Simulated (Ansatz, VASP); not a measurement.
# One calculation of Li3HS, two programs

```
S H Li
1.0
     3.70465    0.00000    0.00000
     0.00000    3.70465    0.00000
     0.00000    0.00000    3.70465
S H Li
1 1 3
Direct
  0.50000 0.50000 0.50000
  0.00000 0.00000 0.00000
  0.50000 0.00000 0.00000
  0.00000 0.50000 0.00000
  0.00000 0.00000 0.50000
```

Alike in both runs: functional LDA; k mesh 6 × 6 × 6; occupations gaussian, width 0.02 eV; no spin polarisation.

Ansatz relaxed the structure, and its values are those at the end. VASP's run is a single point on that final structure, the one shown.

|  | VASP | Ansatz |
| --- | --- | --- |
| version | VASP 6.6.1 | Ansatz 0.2.0 |
| potentials or method | VASP PAW LDA potentials, release 64 (S, H, Li_sv), cutoff 520 eV | scalar-relativistic, plane waves, PAW |
| valence electrons in the cell | 16 | 16 |

```csv
,VASP,Ansatz,Ansatz less VASP
gap on the k mesh at the Fermi level (eV),4.36,4.34,-0.018
least direct gap on the mesh (eV),4.71,4.69,-0.018
```

LDA's correlation is that of Perdew and Zunger in VASP and of Perdew and Wang (1992) in Ansatz.

Noted on VASP's run: the cutoff is under 1.25 times that of the potentials, so the pressure is a little rough.
